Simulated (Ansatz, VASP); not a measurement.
**ZrSc3F2 in VASP and in Ansatz**

File INCAR:

```
SYSTEM = ZrSc3F2
PREC = Accurate
ENCUT = 520
EDIFF = 1E-7
ISMEAR = 0
SIGMA = 0.1
LREAL = .False.
LASPH = .True.
NELM = 80
ALGO = Normal
ISIF = 2
LWAVE = .False.
LCHARG = .True.
GGA = PE
LELF = .True.
LVHAR = .True.
NBANDS = 38
```

Contents of KPOINTS:

```
Automatic mesh
0
Gamma
  6 6 4
  0 0 0
```

File POSCAR:

```
ZrSc3F2
1.0
    3.3628904400      0.0000000000      0.0000000000
    0.0000000000      3.3628904400      0.0000000000
    0.0000000000      0.0000000000      7.3190547700
Zr Sc F
1 3 2
Direct
    0.5000000000      0.5000000000      0.6236239100
    0.5000000000      0.0000000000      0.9983087800
    0.0000000000      0.5000000000      0.9983087800
    0.0000000000      0.0000000000      0.3792572600
    0.5000000000      0.5000000000      0.2665635600
    0.0000000000      0.0000000000      0.7339377400
```

Input for Ansatz:

```yaml
crystal:
  lattice:
    - [3.36289044, 0.0, 0.0]
    - [0.0, 3.36289044, 0.0]
    - [0.0, 0.0, 7.31905477]
  atoms:
    - { symbol: Zr, position: [0.5, 0.5, 0.62362391] }
    - { symbol: Sc, position: [0.5, 0.0, 0.99830878] }
    - { symbol: Sc, position: [0.0, 0.5, 0.99830878] }
    - { symbol: Sc, position: [0.0, 0.0, 0.37925726] }
    - { symbol: F, position: [0.5, 0.5, 0.26656356] }
    - { symbol: F, position: [0.0, 0.0, 0.73393774] }
basis:
  ecutwfc: 420
kpoints:
  mp_grid: { grid: [6, 6, 4] }
hamiltonian:
  xc: pbe
scf:
  occupations: { method: gaussian, width: 0.1 }
  lower_state_search: "off"
output:
  forces: true
  stress: true
  eigenvalues: true
```

Change from the starting cell: species swapped into the Zr2P3S type (P4mm, No. 99).

Alike in both runs: task single point; functional PBE; k mesh 6 × 6 × 4; occupations gaussian, width 0.1 eV; no spin polarisation.

|  | VASP | Ansatz |
| --- | --- | --- |
| version | VASP 6.6.1 | Ansatz 0.2.0 |
| potentials or method | VASP PAW PBE potentials, release 64 (Zr_sv, Sc_sv, F), cutoff 520 eV | scalar-relativistic, plane waves, PAW |
| valence electrons in the cell | 59 | 59 |

|  | VASP | Ansatz | Ansatz less VASP |
| --- | --- | --- | --- |
| gap on the k mesh at the Fermi level (eV) | none | none | - |
| pressure (GPa) | 25.9 | 25.5 | -0.35 |
| traceless stress, the component that is largest in VASP (GPa) | -7.85 | -7.62 | +0.230 |
| rms of the force components (eV/Å) | 0.342 | 0.344 | +0.0016 |

Atom by atom the forces differ by 0.003 eV/Å (rms over components). A gap of «none» marks a metal or a gap that the smearing closes.
